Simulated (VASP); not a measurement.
# NiO (Fm-3m) in VASP: single point with r2SCAN

Aim: the single point of NiO with r2SCAN.

Everything below comes from runs of VASP 6.6.1. Logs are shortened: lines on timing, memory, paths and dates and some standing lists are left out, and cuts for length are marked.

**The experiment to reproduce.**

“Local correlations, non-local screening, multiplets, and band formation in NiO”, 2012, arxiv:1210.6675 quotes, for a bulk crystal of NiO: band gap 4.3 eV.

The results are compared with them further down.

## (1) The cell of the first run

Symmetry: Fm-3m, No. 225, cubic system. The conventional cell has a = 4.194 Å, b = 4.194 Å, c = 4.194 Å, α = 90.00°, β = 90.00°, γ = 90.00°. Within 2.8 Å of Ni (site symmetry m-3m) lie 6 O at 2.10 Å. O (site symmetry m-3m) has 6 Ni at 2.10 Å within 2.8 Å.

## (2) Single point, r2SCAN, collinear spin, ferromagnetic start

File POSCAR:

```
NiO
1.0
    0.0000000000      4.1939000000      4.1939000000
    2.0969500000      0.0000000000      2.0969500000
    2.0969500000      2.0969500000      0.0000000000
Ni O
2 2
Direct
    0.0000000000      0.0000000000      0.0000000000
    0.5000000000      0.0000000000      0.0000000000
    0.2500000000      0.5000000000      0.5000000000
    0.7500000000      0.5000000000      0.5000000000
```

File INCAR.step1:

```
SYSTEM = NiO
PREC     = Accurate       ! precision mode
ENCUT    = 520            ! plane-wave cutoff, eV
ISMEAR   = -1             ! smearing method
SIGMA    = 0.05           ! smearing width, eV
LREAL    = .False.        ! projectors in reciprocal space
LASPH    = .True.         ! aspherical terms in the spheres
NELM     = 150            ! most SCF steps
ISPIN    = 2              ! spin polarisation
MAGMOM   = 2 2 0 0        ! initial moments
LMAXMIX  = 4              ! l up to which the mixer works
NBANDS   = 28             ! bands
GGA      = PE             ! functional
ALGO     = Normal         ! electronic algorithm
EDIFF    = 1E-4           ! SCF threshold, eV
LWAVE    = .True.         ! write WAVECAR
LCHARG   = .False.        ! write CHGCAR
```

File INCAR.step2:

```
SYSTEM = NiO
PREC     = Accurate       ! precision mode
ENCUT    = 520            ! plane-wave cutoff, eV
EDIFF    = 1E-6           ! SCF threshold, eV
ISMEAR   = -1             ! smearing method
SIGMA    = 0.05           ! smearing width, eV
LREAL    = .False.        ! projectors in reciprocal space
LASPH    = .True.         ! aspherical terms in the spheres
NELM     = 150            ! most SCF steps
ALGO     = Normal         ! electronic algorithm
ISIF     = 2              ! what is computed and relaxed
LWAVE    = .False.        ! write WAVECAR
LCHARG   = .False.        ! write CHGCAR
ISPIN    = 2              ! spin polarisation
MAGMOM   = 2 2 0 0        ! initial moments
LORBIT   = 11             ! projections on sites
LMAXMIX  = 4              ! l up to which the mixer works
METAGGA  = R2SCAN         ! meta-GGA
LMIXTAU  = .True.       
NBANDS   = 28             ! bands
ISTART   = 1
```

File KPOINTS:

```
Automatic mesh
0
Gamma
  4 8 8
  0 0 0
```

Potentials or basis: VASP PAW PBE potentials, release 64 (Ni, O).

Launch:

```
$ cat potpaw_PBE.64/Ni/POTCAR potpaw_PBE.64/O/POTCAR > POTCAR
$ cp INCAR.step1 INCAR
$ mpirun -np 1 vasp_std > vasp.out
$ cp INCAR.step2 INCAR
$ mpirun -np 1 vasp_std > vasp.out
```

OUTCAR:

```text
SYSTEM = NiO
   PREC = Accurate
   ENCUT = 520
   EDIFF = 1E-6
   ISMEAR = -1
   LREAL = .False.
   LASPH = .True.
   NELM = 150
   ISIF = 2
   ISPIN = 2
   LORBIT = 11
   METAGGA = R2SCAN
   ISTART = 1

 ion  position               nearest neighbor table
   1  0.000  0.000  0.000-   4 2.10   3 2.10   4 2.10   3 2.10   4 2.10   3 2.10   2 2.97   2 2.97
                             2 2.97   2 2.97   2 2.97   2 2.97
   2  0.500  0.000  0.000-   3 2.10   3 2.10   4 2.10   3 2.10   4 2.10   4 2.10   1 2.97   1 2.97
                             1 2.97   1 2.97   1 2.97   1 2.97
   3  0.250  0.500  0.500-   1 2.10   1 2.10   2 2.10   1 2.10   2 2.10   2 2.10
   4  0.750  0.500  0.500-   2 2.10   1 2.10   2 2.10   1 2.10   2 2.10   1 2.10

  LATTYP: Found a trigonal (rhomboedric) cell.
 ALAT       =     5.1364575161
 COS(alpha) =     0.8333333333

  Lattice vectors:

 A1 = (   2.0969500000,  -2.0969500000,  -4.1939000000)
 A2 = (   4.1939000000,  -2.0969500000,  -2.0969500000)
 A3 = (   2.0969500000,  -4.1939000000,  -2.0969500000)

Analysis of symmetry for initial positions (statically):
=====================================================================
 Subroutine PRICEL returns following result:

  LATTYP: Found a face centered cubic cell.
 ALAT       =     4.1939000000
[... 12 lines left out ...]
 Subroutine GETGRP returns: Found 12 space group operations
 (whereof 12 operations were pure point group operations)
 out of a pool of 12 trial point group operations.

The static configuration has the point symmetry D_3d.

Analysis of symmetry for dynamics (positions and initial velocities):
=====================================================================
 Subroutine PRICEL returns following result:

  LATTYP: Found a face centered cubic cell.
 ALAT       =     4.1939000000
[... 12 lines left out ...]
 Subroutine GETGRP returns: Found 12 space group operations
 (whereof 12 operations were pure point group operations)
 out of a pool of 12 trial point group operations.

The dynamic configuration has the point symmetry D_3d.

Analysis of structural, dynamic, and magnetic symmetry:
=====================================================================
 Subroutine PRICEL returns following result:

  LATTYP: Found a face centered cubic cell.
 ALAT       =     4.1939000000
[... 12 lines left out ...]
 Subroutine GETGRP returns: Found 12 space group operations
 (whereof 12 operations were pure point group operations)
 out of a pool of 12 trial point group operations.

The overall configuration has the point symmetry D_3d.

 Subroutine INISYM returns: Found 12 space group operations
 (whereof 12 operations are pure point group operations),
 and found     2 'primitive' translations

----------------------------------------------------------------------------------------

                                     Primitive cell

  volume of cell :      18.4414

  direct lattice vectors                    reciprocal lattice vectors
     0.000000000  2.096950000  2.096950000    -0.238441546  0.238441546  0.238441546
     2.096950000  0.000000000  2.096950000     0.238441546 -0.238441546  0.238441546
     2.096950000  2.096950000  0.000000000     0.238441546  0.238441546 -0.238441546

  length of vectors
     2.965535130  2.965535130  2.965535130     0.412992872  0.412992872  0.412992872

  position of ions in fractional coordinates (direct lattice)
     0.000000000  0.000000000  0.000000000
     0.500000000  0.500000000  0.500000000

  ion indices of the primitive-cell ions
   primitive index   ion index
                 1           1
                 2           3

----------------------------------------------------------------------------------------

 KPOINTS: Automatic mesh

Automatic generation of k-mesh.
 Grid dimensions read from file:
 generate k-points for:    4    8    8

 Generating k-lattice:

  Cartesian coordinates                     Fractional coordinates (reciprocal lattice)
    -0.029805193  0.029805193  0.029805193     0.250000000  0.000000000  0.000000000
     0.029805193 -0.029805193  0.029805193     0.000000000  0.125000000  0.000000000
     0.029805193  0.029805193 -0.029805193     0.000000000  0.000000000  0.125000000

  Length of vectors
     0.051624109  0.051624109  0.051624109

  Shift w.r.t. Gamma in fractional coordinates (k-lattice)
     0.000000000  0.000000000  0.000000000

 -----------------------------------------------------------------------------
|                                                                             |
|           W    W    AA    RRRRR   N    N  II  N    N   GGGG   !!!           |
|           W    W   A  A   R    R  NN   N  II  NN   N  G    G  !!!           |
|           W    W  A    A  R    R  N N  N  II  N N  N  G       !!!           |
|           W WW W  AAAAAA  RRRRR   N  N N  II  N  N N  G  GGG   !            |
|           WW  WW  A    A  R   R   N   NN  II  N   NN  G    G                |
|           W    W  A    A  R    R  N    N  II  N    N   GGGG   !!!           |
|                                                                             |
|     Your reciprocal lattice and k-lattice belong to different lattice       |
[... 17 lines left out ...]
  0.250000  0.000000  0.000000      2.000000
  0.500000  0.000000  0.000000      1.000000
  0.000000  0.125000  0.000000      6.000000
  0.250000  0.125000  0.000000      6.000000
  0.500000  0.125000  0.000000      6.000000
[... 16 lines left out ...]
  0.250000  0.375000  0.125000     12.000000
  0.500000  0.375000  0.125000     12.000000
 [... further k-points ...]
   k-points           NKPTS =     35   k-points in BZ     NKDIM =     35   number of bands    NBANDS=     28
   number of dos      NEDOS =    301   number of ions     NIONS =      4
   total plane-waves  NPLWV =  27648
   dimension x,y,z NGX =    48 NGY =   24 NGZ =   24
   dimension x,y,z NGXF=    96 NGYF=   48 NGZF=   48
   ions per type =               2   2
   NGX,Y,Z   is equivalent  to a cutoff of  13.45, 13.45, 13.45 a.u.
   NGXF,Y,Z  is equivalent  to a cutoff of  26.91, 26.91, 26.91 a.u.
 SYSTEM =  NiO
   PREC   = accura    normal or accurate (medium, high low for compatibility)
   ISTART =      1    job   : 0-new  1-cont  2-samecut
   ICHARG =      0    charge: 1-file 2-atom 10-const
   ISPIN  =      2    spin polarized calculation?
   LNONCOLLINEAR =      F non collinear calculations
   LSORBIT =      F    spin-orbit coupling
   LASPH  =      T    aspherical Exc in radial PAW
   ENCUT  =  520.0 eV  38.22 Ry    6.18 a.u.  11.03  5.51  5.51*2*pi/ulx,y,z
   NELM   =    150;   NELMIN=  2; NELMDL=  0     # of ELM steps
   EDIFF  = 0.1E-05   stopping-criterion for ELM
   LREAL  =      F    real-space projection
   EDIFFG = 0.1E-04   stopping-criterion for IOM
   NSW    =      0    number of steps for IOM
   IBRION =     -1    ionic relax: 0-MD 1-quasi-New 2-CG
   NFREE  =      0    steps in history (QN), initial steepest desc. (CG)
   ISIF   =      2    stress and relaxation
   ISYM   =      2    0-nonsym 1-usesym 2-fastsym
   POTIM  = 0.5000    time-step for ionic-motion
   TEBEG  =    0.0;   TEEND  =   0.0 temperature during run
   PSTRESS=    0.0 pullay stress
   NELECT =      32.0000    total number of electrons
   NUPDOWN=      -1.0000    fix difference up-down
   EMIN   =  10.00;   EMAX   =-10.00  energy-range for DOS
   EFERMI =   0.00;   METHOD = LEGACY
   ISMEAR =    -1;   SIGMA  =   0.05  broadening in eV -4-tet -1-fermi 0-gaus
   EFERMI_NEDOS =   21; number of points for ismear=-14 and -15
   IALGO  =     38    algorithm
   IMIX   =      4    mixing-type and parameters
     AMIX     =   0.40;   BMIX     =  1.00
     AMIX_MAG =   1.60;   BMIX_MAG =  1.00
  volume/ion in A,a.u.               =       9.22        62.22
  Fermi-wavevector in a.u.,A,eV,Ry     =   1.561409  2.950636 33.170989  2.437999
  Thomas-Fermi vector in A             =   2.664479
   LORBIT       =     11    0 simple, 1 ext, 2 COOP (PROOUT), +10 PAW based schemes
   METAGGA = R2SCAN    functional components
   LHFCALC =     F    Hartree Fock is set to
   AEXX    =    0.0000 exact exchange contribution
   IVDW    =     0    specifies the selected vdW correction
   LEPSILON=     F    determine dielectric tensor
   LRPA    =     F    only Hartree local field effects (RPA)
 spin polarized calculation
  energy-cutoff  :      520.00
  volume of cell :       36.88
 maximum number of plane-waves:      1033
 NGX is ok and might be reduce to    48
   NGX = 23   NGY = 11   NGZ = 11

 number of electron      32.0000018 magnetization       3.9999711

 Free energy of the ion-electron system (eV)
  ---------------------------------------------------
  ext. energy  EPLUGINS =         0.00000000
  ---------------------------------------------------
  free energy    TOTEN  =       -40.22174347 eV

  energy without entropy =      -40.22173053  energy(sigma->0) =      -40.22173700

 E-fermi :   7.7286     XC(G=0): -13.3284

 val. band max:        7.3213903156   @ k =   0.0000   0.5000   0.0000
 cond. band min:       8.0747096222   @ k =   0.0000   0.0000   0.0000
 fundamental gap:      0.7533193066
 Fermi energy:         7.7285770404

 spin component 1

 k-point     1 :       0.0000    0.0000    0.0000
  band No.  band energies     occupation
      1     -13.6358      1.00000
      2     -12.3274      1.00000
      3      -0.7190      1.00000
      4       1.1336      1.00000
      5       1.1337      1.00000
      6       3.3659      1.00000
[... 733 lines left out ...]
     27      26.9302      0.00000
     28      30.2265      0.00000

 [... further k-points ...]

 spin component 2

 k-point     1 :       0.0000    0.0000    0.0000
  band No.  band energies     occupation
      1     -13.1044      1.00000
      2     -11.7124      1.00000
      3      -0.2781      1.00000
      4       3.0032      1.00000
      5       3.0033      1.00000
      6       5.1462      1.00000
[... 733 lines left out ...]
     27      27.3258      0.00000
     28      30.7289      0.00000

 [... further k-points ...]

------------------------ aborting loop because EDIFF is reached ----------------------------------------

  FORCE on cell =-STRESS in cart. coord.  units (eV):
  Direction    XX          YY          ZZ          XY          YZ          ZX
  --------------------------------------------------------------------------------------
  -------------------------------------------------------------------------------------
  Total       -0.1650121     -0.1650121     -0.1650121     -0.0001844      0.0001844     -0.0001844
  in kB       -7.1680707     -7.1680707     -7.1680707     -0.0080087      0.0080087     -0.0080087
  external PRESSURE =      -7.1680707 kB  Pullay stress =       0.0000000 kB

 VOLUME and BASIS-vectors are now :
 -----------------------------------------------------------------------------
  energy-cutoff  :      520.00
  volume of cell :       36.88
      direct lattice vectors                 reciprocal lattice vectors
     0.000000000  4.193900000  4.193900000    -0.119220773  0.119220773  0.119220773
     2.096950000  0.000000000  2.096950000     0.238441546 -0.238441546  0.238441546
     2.096950000  2.096950000  0.000000000     0.238441546  0.238441546 -0.238441546

 POSITION                                       TOTAL-FORCE (eV/Angst)
 -----------------------------------------------------------------------------------
      0.00000      0.00000      0.00000         0.000000      0.000000     -0.000000
      0.00000      2.09695      2.09695        -0.000000     -0.000000     -0.000000
      2.09695      2.09695      2.09695        -0.000000     -0.000000     -0.000000
      2.09695      4.19390      4.19390         0.000000      0.000000      0.000000
 -----------------------------------------------------------------------------------
    total drift:                                0.000000      0.000000      0.000000

  FREE ENERGIE OF THE ION-ELECTRON SYSTEM (eV)
  ---------------------------------------------------
  free  energy   TOTEN  =       -40.2217434663 eV

  energy  without entropy=      -40.2217305310  energy(sigma->0) =      -40.22173700

 total charge

# of ion       s       p       d       tot
------------------------------------------
    1        0.333   0.410   8.164   8.906
    2        0.333   0.410   8.164   8.906
    3        1.555   3.488   0.000   5.043
    4        1.555   3.488   0.000   5.043
--------------------------------------------------
tot          3.775   7.796  16.328  27.899

 magnetization (x)

# of ion       s       p       d       tot
------------------------------------------
    1        0.011   0.012   1.671   1.694
    2        0.011   0.012   1.671   1.694
    3        0.028   0.247   0.000   0.275
    4        0.028   0.247   0.000   0.275
--------------------------------------------------
tot          0.078   0.518   3.343   3.938
```

Wall time 2.5 min (1 thread of Intel Xeon Platinum 8488C (Sapphire Rapids), shared host); peak memory 0.23 GiB.

Results:

| Property | Result |
| --- | --- |
| Free energy | -40.2217 eV |
| Pressure | -0.7 GPa |
| Band gap on the k mesh | 0.75 eV |
| Net moment | 4.00 μB per cell |
| Site moments | Ni +1.69; O +0.28 μB |
| Valence electrons inside the program's atomic spheres | Ni 8.91; O 5.04 |

Levels at points of the mesh, in eV from the valence-band top:
Spin up:
```tsv
k point	band 14	band 15	band 16	band 17	band 18	band 19	band 20	band 21	band 22	band 23
(0.00, 0.00, 0.00)	-2.48	-2.48	-1.81	0.00	0.00	2.14	6.35	10.84	14.83	14.83
(0.50, 0.00, 0.00)	-2.27	-0.98	-0.98	-0.98	-0.98	4.94	4.94	12.94	12.94	17.09
(0.00, 0.50, 0.00)	-2.16	-2.16	-1.81	0.00	0.00	6.35	6.75	10.84	11.58	12.74
(0.50, 0.50, 0.00)	-1.97	-1.59	-1.59	-1.31	-1.31	8.19	8.19	10.53	10.53	12.46
```
Spin down:
```
           k point  band 11  band 12  band 13  band 14  band 15  band 16  band 17  band 18
(0.00, 0.00, 0.00)    -2.04    -1.24    -1.24    -0.87     0.75     0.75     2.70     3.48
(0.50, 0.00, 0.00)    -1.59    -1.59    -1.39    -1.39     2.30     2.30     2.30     2.30
(0.00, 0.50, 0.00)    -1.24    -1.19    -1.19    -0.87     1.21     1.74     3.48     3.49
(0.50, 0.50, 0.00)    -1.19    -1.19    -1.01    -1.01     2.31     2.31     2.32     2.32
```

Caveat: the PAW data sets were made with another functional, which shifts forces and pressure a little.

## (3) Comparison with measurements

Step 2. Against the measured gap of NiO, 4.3 eV (quoted in “Local correlations, non-local screening, multiplets, and band formation in NiO”, 2012, arxiv:1210.6675), the calculated 0.75 eV is off by -3.55 eV. So large a miss can be the level of theory's own, or it may mean another phase, state or a wrong row. The value is that of r2SCAN on a finite k mesh, which can miss the band edges, without temperature or zero-point motion. The run's magnetic order (collinear spin, ferromagnetic start) needn't be the measured crystal's.
